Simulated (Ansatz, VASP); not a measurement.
# One calculation of GaP, two programs

The input INCAR:

```
PREC = Accurate
ENCUT = 500
EDIFF = 1E-6
ISMEAR = -4
SIGMA = 0.02
LREAL = F
LASPH = T
NELM = 120
ALGO = Normal
ISIF = 2
LWAVE = F
LCHARG = F
GGA = PE
NBANDS = 16
GGA_COMPAT = F
```

File KPOINTS:

```
regular mesh
0
Gamma
  8 8 8
```

Contents of POSCAR:

```
GaP
1.0
    0.0000000000      2.8540453150      2.8540453150
    2.8540453150      0.0000000000      2.8540453150
    2.8540453150      2.8540453150      0.0000000000
Ga P
1 1
Direct
    0.0000000000      0.0000000000      0.0000000000
    0.7500000000      0.7500000000      0.7500000000
```

Input for Ansatz:

```yaml
crystal:
  lattice:
    - [0.0, 2.854045315, 2.854045315]
    - [2.854045315, 0.0, 2.854045315]
    - [2.854045315, 2.854045315, 0.0]
  atoms:
    - { symbol: Ga, position: [0.0, 0.0, 0.0] }
    - { symbol: P, position: [0.75, 0.75, 0.75] }
basis:
  ecutwfc: 420
kpoints:
  mp_grid: { grid: [8, 8, 8] }
hamiltonian:
  xc: pbe
scf:
  occupations: { method: tetrahedron_uncorrected }
  lower_state_search: light
output:
  forces: true
  eigenvalues: true
  stress: true
```

Alike in both runs: task single point; functional PBE; k mesh 8 × 8 × 8; no spin polarisation.

```csv
,VASP,Ansatz
version,VASP 6.6.1,Ansatz 0.2.0
potentials or method,"VASP PAW PBE potentials, release 64 (Ga_d, P), cutoff 500 eV","scalar-relativistic, plane waves, PAW"
occupations,tetrahedron,tetrahedron-uncorrected
valence electrons in the cell,18,18
```

Ansatz gave:

* gap on the k mesh at the Fermi level (eV): 0.73
* pressure (GPa): -6.5

**Question.** What did VASP give for the same quantities?

**Answer.** gap on the k mesh at the Fermi level (eV): 0.72; pressure (GPa): -6.5.

Ansatz's warnings: band table not solved further.
